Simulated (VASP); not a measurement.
# Zn (R-3m) in VASP: a series of runs

The runs below take Zn through single point, with PBEsol.

Everything below comes from runs of VASP 6.6.1. Logs are shortened: lines on timing, memory, paths and dates and some standing lists are left out, and cuts for length are marked.

**1. The cell of the first run**

The structure is trigonal, space group R-3m (No. 166). The conventional cell has a = 2.784 Å, b = 2.784 Å, c = 18.803 Å, α = 90.00°, β = 90.00°, γ = 120.00°. Zn (site symmetry -3m) has 12 Zn at 2.64 to 2.78 Å within 3.5 Å. Within 3.5 Å of Zn (site symmetry 3m) lie 12 Zn at 2.63 to 2.78 Å.

**2. Single point, PBEsol**

File INCAR:

```
SYSTEM = Zn
ALGO = Normal
EDIFF = 1E-7
ENCUT = 520
GGA = PS
ISIF = 2
ISMEAR = 0
LASPH = .TRUE.
LCHARG = .FALSE.
LREAL = .FALSE.
LWAVE = .FALSE.
NBANDS = 25
NELM = 60
PREC = Accurate
SIGMA = 0.1
```

File KPOINTS:

```
k-points
0
G
  9 9 9
  0 0 0
```

File POSCAR:

```
Zn
1.0
    1.3920475518      0.8036990287      6.2675464463
   -1.3920475518      0.8036990287      6.2675464463
    0.0000000000     -1.6073980575      6.2675464463
Zn
3
Direct
    0.0000000000      0.0000000000      0.0000000000
    0.2221129627      0.2221129627      0.2221129627
    0.7778870373      0.7778870373      0.7778870373
```

Potentials or basis: VASP PAW PBE potentials, release 64 (Zn).

The run is started by

```bash
$ cat potpaw_PBE.64/Zn/POTCAR > POTCAR
$ mpirun -np 1 vasp_std > vasp.out
```

OUTCAR:

```text
SYSTEM = Zn
   EDIFF = 1E-7
   ENCUT = 520
   GGA = PS
   ISIF = 2
   ISMEAR = 0
   LASPH = .TRUE.
   LREAL = .FALSE.
   NELM = 60
   PREC = Accurate

 ion  position               nearest neighbor table
   1  0.000  0.000  0.000-   3 2.64   2 2.64   3 2.64   3 2.64   2 2.64   2 2.64
   2  0.222  0.222  0.222-   3 2.63   3 2.63   3 2.63   1 2.64   1 2.64   1 2.64
   3  0.778  0.778  0.778-   2 2.63   2 2.63   2 2.63   1 2.64   1 2.64   1 2.64

  LATTYP: Found a trigonal (rhomboedric) cell.
 ALAT       =     6.4703838350
 COS(alpha) =     0.9074283407

  Lattice vectors:

 A1 = (   1.3920475518,   0.8036990287,   6.2675464463)
 A2 = (  -1.3920475518,   0.8036990287,   6.2675464463)
 A3 = (   0.0000000000,  -1.6073980575,   6.2675464463)

Analysis of symmetry for initial positions (statically):
=====================================================================
 Subroutine PRICEL returns:
 Original cell was already a primitive cell.

 Routine SETGRP: Setting up the symmetry group for a
 trigonal (rhombohedral) supercell.

 Subroutine GETGRP returns: Found 12 space group operations
 (whereof 12 operations were pure point group operations)
 out of a pool of 12 trial point group operations.

The static configuration has the point symmetry D_3d.

Analysis of symmetry for dynamics (positions and initial velocities):
=====================================================================
 Subroutine PRICEL returns:
 Original cell was already a primitive cell.

 Routine SETGRP: Setting up the symmetry group for a
 trigonal (rhombohedral) supercell.

 Subroutine GETGRP returns: Found 12 space group operations
 (whereof 12 operations were pure point group operations)
 out of a pool of 12 trial point group operations.

The dynamic configuration has the point symmetry D_3d.

 Subroutine INISYM returns: Found 12 space group operations
 (whereof 12 operations are pure point group operations),
 and found     1 'primitive' translations

----------------------------------------------------------------------------------------

                                     Primitive cell

  volume of cell :      42.0723

  direct lattice vectors                    reciprocal lattice vectors
     1.392047552  0.803699029  6.267546446     0.359183132  0.207374478  0.053184023
    -1.392047552  0.803699029  6.267546446    -0.359183132  0.207374478  0.053184023
     0.000000000 -1.607398057  6.267546446     0.000000000 -0.414748956  0.053184023

  length of vectors
     6.470383835  6.470383835  6.470383835     0.418144995  0.418144995  0.418144995

  position of ions in fractional coordinates (direct lattice)
     0.000000000  0.000000000  0.000000000
     0.222112963  0.222112963  0.222112963
     0.777887037  0.777887037  0.777887037

  ion indices of the primitive-cell ions
   primitive index   ion index
                 1           1
                 2           2
                 3           3

----------------------------------------------------------------------------------------

 KPOINTS: k-points

Automatic generation of k-mesh.
 Grid dimensions read from file:
 generate k-points for:    9    9    9

 Generating k-lattice:

  Cartesian coordinates                     Fractional coordinates (reciprocal lattice)
     0.039909237  0.023041609  0.005909336     0.111111111  0.000000000  0.000000000
    -0.039909237  0.023041609  0.005909336     0.000000000  0.111111111  0.000000000
     0.000000000 -0.046083217  0.005909336     0.000000000  0.000000000  0.111111111

  Length of vectors
     0.046460555  0.046460555  0.046460555

  Shift w.r.t. Gamma in fractional coordinates (k-lattice)
     0.000000000  0.000000000  0.000000000

 Subroutine IBZKPT returns following result:
 ===========================================

 Found     85 irreducible k-points:

 Following reciprocal coordinates:
            Coordinates               Weight
  0.000000  0.000000  0.000000      1.000000
  0.111111  0.000000  0.000000      6.000000
  0.222222 -0.000000  0.000000      6.000000
  0.333333  0.000000  0.000000      6.000000
  0.444444 -0.000000  0.000000      6.000000
  0.111111  0.111111  0.000000      6.000000
[... 16 lines left out ...]
 -0.333333  0.333333  0.000000      6.000000
  0.444444  0.444444  0.000000      6.000000
 [... further k-points ...]
   k-points           NKPTS =     85   k-points in BZ     NKDIM =     85   number of bands    NBANDS=     25
   number of dos      NEDOS =    301   number of ions     NIONS =      3
   total plane-waves  NPLWV = 110592
   dimension x,y,z NGX =    48 NGY =   48 NGZ =   48
   dimension x,y,z NGXF=    96 NGYF=   96 NGZF=   96
   ions per type =               3
   NGX,Y,Z   is equivalent  to a cutoff of  12.33, 12.33, 12.33 a.u.
   NGXF,Y,Z  is equivalent  to a cutoff of  24.67, 24.67, 24.67 a.u.
 SYSTEM =  Zn
   PREC   = accura    normal or accurate (medium, high low for compatibility)
   ISTART =      0    job   : 0-new  1-cont  2-samecut
   ICHARG =      2    charge: 1-file 2-atom 10-const
   ISPIN  =      1    spin polarized calculation?
   LNONCOLLINEAR =      F non collinear calculations
   LSORBIT =      F    spin-orbit coupling
   LASPH  =      T    aspherical Exc in radial PAW
   ENCUT  =  520.0 eV  38.22 Ry    6.18 a.u.  12.03 12.03 12.03*2*pi/ulx,y,z
   NELM   =     60;   NELMIN=  2; NELMDL= -5     # of ELM steps
   EDIFF  = 0.1E-06   stopping-criterion for ELM
   LREAL  =      F    real-space projection
   EDIFFG = 0.1E-05   stopping-criterion for IOM
   NSW    =      0    number of steps for IOM
   IBRION =     -1    ionic relax: 0-MD 1-quasi-New 2-CG
   NFREE  =      0    steps in history (QN), initial steepest desc. (CG)
   ISIF   =      2    stress and relaxation
   ISYM   =      2    0-nonsym 1-usesym 2-fastsym
   POTIM  = 0.5000    time-step for ionic-motion
   TEBEG  =    0.0;   TEEND  =   0.0 temperature during run
   PSTRESS=    0.0 pullay stress
   NELECT =      36.0000    total number of electrons
   NUPDOWN=      -1.0000    fix difference up-down
   EMIN   =  10.00;   EMAX   =-10.00  energy-range for DOS
   EFERMI =   0.00;   METHOD = LEGACY
   ISMEAR =     0;   SIGMA  =   0.10  broadening in eV -4-tet -1-fermi 0-gaus
   EFERMI_NEDOS =   21; number of points for ismear=-14 and -15
   IALGO  =     38    algorithm
   IMIX   =      4    mixing-type and parameters
     AMIX     =   0.40;   BMIX     =  1.00
     AMIX_MAG =   1.60;   BMIX_MAG =  1.00
  volume/ion in A,a.u.               =      14.02        94.64
  Fermi-wavevector in a.u.,A,eV,Ry     =   1.554212  2.937035 32.865887  2.415575
  Thomas-Fermi vector in A             =   2.658331
   LORBIT       =      0    0 simple, 1 ext, 2 COOP (PROOUT), +10 PAW based schemes
   GGA     = PS    functional components
   LHFCALC =     F    Hartree Fock is set to
   AEXX    =    0.0000 exact exchange contribution
   IVDW    =     0    specifies the selected vdW correction
   LEPSILON=     F    determine dielectric tensor
   LRPA    =     F    only Hartree local field effects (RPA)
 non-spin polarized calculation
 Gauss-broadening in eV      SIGMA  =   0.10
  energy-cutoff  :      520.00
  volume of cell :       42.07
 maximum number of plane-waves:      1150
   NGX = 25   NGY = 25   NGZ = 25

 number of electron      35.9999988 magnetization

 Free energy of the ion-electron system (eV)
  ---------------------------------------------------
  ext. energy  EPLUGINS =         0.00000000
  ---------------------------------------------------
  free energy    TOTEN  =        -4.70246350 eV

  energy without entropy =       -4.69775928  energy(sigma->0) =       -4.70011139

 E-fermi :   3.5650     XC(G=0): -12.1432

 val. band max:        3.5353330192   @ k =  -0.3333   0.3333   0.0000
 cond. band min:       3.5733207475   @ k =  -0.2222   0.3333   0.2222
 fundamental gap:      0.0379877283
 Fermi energy:         3.5649904705

 k-point     1 :       0.0000    0.0000    0.0000
  band No.  band energies     occupation
      1      -7.5367      2.00000
      2      -5.1592      2.00000
      3      -5.1300      2.00000
      4      -4.4167      2.00000
      5      -4.4167      2.00000
      6      -4.3211      2.00000
[... 17 lines left out ...]
     24      18.7695      0.00000
     25      20.3356      0.00000

 k-point     2 :       0.1111    0.0000    0.0000
  band No.  band energies     occupation
      1      -7.2057      2.00000
      2      -5.0251      2.00000
      3      -4.9874      2.00000
      4      -4.4656      2.00000
      5      -4.4236      2.00000
      6      -4.3735      2.00000
[... 17 lines left out ...]
     24      17.3968      0.00000
     25      18.6536      0.00000

 k-point     3 :       0.2222   -0.0000    0.0000
  band No.  band energies     occupation
      1      -6.2831      2.00000
      2      -4.8173      2.00000
      3      -4.7860      2.00000
      4      -4.6475      2.00000
      5      -4.5493      2.00000
      6      -4.4487      2.00000
[... 17 lines left out ...]
     24      15.2419      0.00000
     25      15.6549      0.00000

 k-point     4 :       0.3333    0.0000    0.0000
  band No.  band energies     occupation
      1      -5.3365      2.00000
      2      -4.9383      2.00000
      3      -4.8571      2.00000
      4      -4.7531      2.00000
      5      -4.7037      2.00000
      6      -4.4348      2.00000
[... 17 lines left out ...]
     24      13.5747      0.00000
     25      13.8393      0.00000

 k-point     5 :       0.4444   -0.0000    0.0000
  band No.  band energies     occupation
      1      -5.2216      2.00000
      2      -4.9752      2.00000
      3      -4.9421      2.00000
      4      -4.8277      2.00000
      5      -4.8069      2.00000
      6      -4.4898      2.00000
[... 17 lines left out ...]
     24      12.6035      0.00000
     25      14.6011      0.00000

 k-point     6 :       0.1111    0.1111    0.0000
  band No.  band energies     occupation
      1      -7.1892      2.00000
      2      -5.0348      2.00000
      3      -4.9960      2.00000
      4      -4.4607      2.00000
      5      -4.4090      2.00000
      6      -4.3792      2.00000
[... 17 lines left out ...]
     24      18.0036      0.00000
     25      18.4551      0.00000
[... 393 lines left out ...]
 k-point    21 :       0.4444    0.3333    0.0000
  band No.  band energies     occupation
      1      -5.0963      2.00000
      2      -4.9555      2.00000
      3      -4.9149      2.00000
      4      -4.8004      2.00000
      5      -4.4918      2.00000
      6      -4.4267      2.00000
[... 17 lines left out ...]
     24      12.7151      0.00000
     25      13.4290      0.00000

 k-point    22 :      -0.4444    0.3333    0.0000
  band No.  band energies     occupation
      1      -4.9723      2.00000
      2      -4.8614      2.00000
      3      -4.8151      2.00000
      4      -4.7544      2.00000
      5      -4.5377      2.00000
      6      -4.4651      2.00000
[... 17 lines left out ...]
     24      10.2143      0.00000
     25      10.9148      0.00000

 k-point    23 :      -0.3333    0.3333    0.0000
  band No.  band energies     occupation
      1      -4.9016      2.00000
      2      -4.7863      2.00000
      3      -4.7614      2.00000
      4      -4.7283      2.00000
      5      -4.5822      2.00000
      6      -4.4699      2.00000
[... 17 lines left out ...]
     24       9.8920      0.00000
     25      12.4460      0.00000

 k-point    24 :       0.4444    0.4444    0.0000
  band No.  band energies     occupation
      1      -5.2038      2.00000
      2      -5.0655      2.00000
      3      -4.9748      2.00000
      4      -4.8641      2.00000
      5      -4.4642      2.00000
      6      -4.4317      2.00000
[... 17 lines left out ...]
     24      12.3526      0.00000
     25      15.6163      0.00000

 [... further k-points ...]

------------------------ aborting loop because EDIFF is reached ----------------------------------------

  FORCE on cell =-STRESS in cart. coord.  units (eV):
  Direction    XX          YY          ZZ          XY          YZ          ZX
  --------------------------------------------------------------------------------------
  -------------------------------------------------------------------------------------
  Total        0.1285095      0.1285095      0.0717359      0.0000000     -0.0000000      0.0000000
  in kB        4.8938360      4.8938360      2.7318126      0.0000000     -0.0000000      0.0000000
  external PRESSURE =       4.1731615 kB  Pullay stress =       0.0000000 kB

 VOLUME and BASIS-vectors are now :
 -----------------------------------------------------------------------------
  energy-cutoff  :      520.00
  volume of cell :       42.07
      direct lattice vectors                 reciprocal lattice vectors
     1.392047552  0.803699029  6.267546446     0.359183132  0.207374478  0.053184023
    -1.392047552  0.803699029  6.267546446    -0.359183132  0.207374478  0.053184023
     0.000000000 -1.607398057  6.267546446     0.000000000 -0.414748956  0.053184023

 POSITION                                       TOTAL-FORCE (eV/Angst)
 -----------------------------------------------------------------------------------
      0.00000      0.00000      0.00000         0.000000     -0.000000      0.000000
      0.00000     -0.00000      4.17631         0.000000      0.000000     -0.003915
      0.00000     -0.00000     14.62633         0.000000     -0.000000      0.003915
 -----------------------------------------------------------------------------------
    total drift:                               -0.000000      0.000000     -0.000000

  FREE ENERGIE OF THE ION-ELECTRON SYSTEM (eV)
  ---------------------------------------------------
  free  energy   TOTEN  =        -4.7024635009 eV

  energy  without entropy=       -4.6977592839  energy(sigma->0) =       -4.70011139
```

It took 2.1 min on 1 thread of Intel Xeon 6975P-C (Granite Rapids), shared host; peak memory 0.34 GiB.

Results:

```
Free energy            : -4.7025 eV
Pressure               : 0.4 GPa
Largest force          : 0.004 eV/Å
Band gap on the k mesh : zero (band 18 reaches 5.26 eV, above the bottom of band 19 at 2.83 eV)
```

Forces in eV/Å, atoms in the order of the input:
```
Zn   0.000  0.000  0.000
Zn   0.000  0.000 -0.004
Zn   0.000  0.000  0.004
```

Levels at points of the mesh, in eV from the Fermi level:
```
           k point  band 15  band 16  band 17  band 18  band 19  band 20  band 21  band 22
(0.00, 0.00, 0.00)    -7.20    -7.20    -6.52    -6.50     5.69     5.70    14.85    14.85
```

Caveat: the PAW data sets were made with another functional, which shifts forces and pressure a little.

**3. Single point, PBEsol**

This run uses another cell than the first one, of 17.63 Å³/atom, 1.257 times its volume.

File INCAR:

```
PREC = Accurate ; ENCUT = 520
EDIFF = 1E-6 ; ISMEAR = 0
SIGMA = 0.1 ; LREAL = F
LASPH = T ; NELM = 80
ALGO = Normal ; ISIF = 2
LWAVE = F ; LCHARG = T
GGA = PS ; LELF = T
LVHAR = T ; NBANDS = 25
```

File KPOINTS:

```
regular mesh
0
Gamma
  9 9 9
```

File POSCAR:

```
Zn
1.0
    1.4671859615      0.8470802098      7.0908176894
   -1.4671859615      0.8470802098      7.0908176894
    0.0000000000     -1.6941604196      7.0908176894
Zn
3
Direct
    0.0000000000      0.0000000000      0.0000000000
    0.2222200000      0.2222200000      0.2222200000
    0.7777800000      0.7777800000      0.7777800000
```

Potentials or basis: VASP PAW PBE potentials, release 64 (Zn).

The run is started by

```bash
$ cat potpaw_PBE.64/Zn/POTCAR > POTCAR
$ mpirun -np 1 vasp_std > vasp.out
```

It took 3.3 min on 1 thread of Intel Xeon 6975P-C (Granite Rapids), shared host; peak memory 0.42 GiB.

It converged, with:

```yaml
Free_energy: -4.2298 eV
Pressure: -10.9 GPa
Largest_force: 0.010 eV/Å
Band_gap_on_the_k_mesh: zero (band 18 reaches 3.06 eV, above the bottom of band 19 at 0.75 eV)
```

Forces on the atoms (eV/Å):
```
Zn   0.000  0.000  0.000
Zn   0.000  0.000  0.010
Zn   0.000  0.000 -0.010
```

Stress tensor (GPa, compression positive):
```
-10.66   0.00   0.00
  0.00 -10.66   0.00
  0.00   0.00 -11.40
```

Levels at points of the mesh, in eV from the Fermi level:
| k point | band 16 | band 17 | band 18 | band 19 | band 20 | band 21 |
| --- | --- | --- | --- | --- | --- | --- |
| (0.00, 0.00, 0.00) | -6.86 | -5.84 | -5.83 | 3.56 | 3.56 | 13.60 |

Caveat: the PAW data sets were made with another functional, which shifts forces and pressure a little.
